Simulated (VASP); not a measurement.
Wanted: the native input for a VASP 6.6.1 run.

```
Task                   : single point
Functional             : PBE
Potentials or basis    : VASP PAW PBE potentials, release 64 (Al, P)
Cutoff                 : 500 eV
k mesh                 : 4 × 4 × 4
Occupations            : gaussian, width 0.2 eV
Spin                   : no spin polarisation
Dipole correction      : no
Further INCAR settings : ALGO = Normal; EDIFF = 1e-06; NBANDS = 22
```

The structure of Al5P2 lies in POSCAR:

```
Al5P2
1.0
    2.7042716962     -4.4118940420      0.0000000000
    2.7042716962      4.4118940420      0.0000000000
    0.0000000000      0.0000000000      5.4013901706
Al P
5 2
Direct
    0.2266460660      0.7733539340      0.7609239131
    0.7733539340      0.2266460660      0.7609239131
    0.7733539340      0.2266460660      0.2390760869
    0.2266460660      0.7733539340      0.2390760869
    0.5000000000      0.5000000000      0.5000000000
    0.5000000000      0.5000000000      0.0000000000
    0.0000000000      0.0000000000      0.5000000000
```

The cell was built from a structure type or drawn by symmetry, and may not be a known phase.

One way to write it, as run:

INCAR

```
PREC     = Accurate       # precision mode
ENCUT    = 500            # plane-wave cutoff, eV
EDIFF    = 1E-6           # SCF threshold, eV
ISMEAR   = 0              # smearing method
SIGMA    = 0.2            # smearing width, eV
LREAL    = F              # projectors in reciprocal space
LASPH    = T              # aspherical terms in the spheres
NELM     = 120            # most SCF steps
ALGO     = Normal         # electronic algorithm
ISIF     = 2              # what is computed and relaxed
LWAVE    = F              # write WAVECAR
LCHARG   = F              # write CHGCAR
GGA      = PE             # functional
NBANDS   = 22             # bands
GGA_COMPAT= F
```

KPOINTS

```
Automatic mesh
0
Gamma
  4 4 4
```

Potentials or basis: VASP PAW PBE potentials, release 64 (Al, P).

The run is started by

```bash
$ cat potpaw_PBE.64/Al/POTCAR potpaw_PBE.64/P/POTCAR > POTCAR
$ mpirun -np 1 vasp_std > vasp.out
```

It gave:

* Pressure: 0.0 GPa
* Largest force: 0.039 eV/Å
* Band gap on the k mesh: zero (an odd number of electrons rules out a gap without spin polarisation)

Run time: 94 s on 1 thread of Intel Xeon 8259CL, with other jobs on the host, peak memory 0.24 GiB.
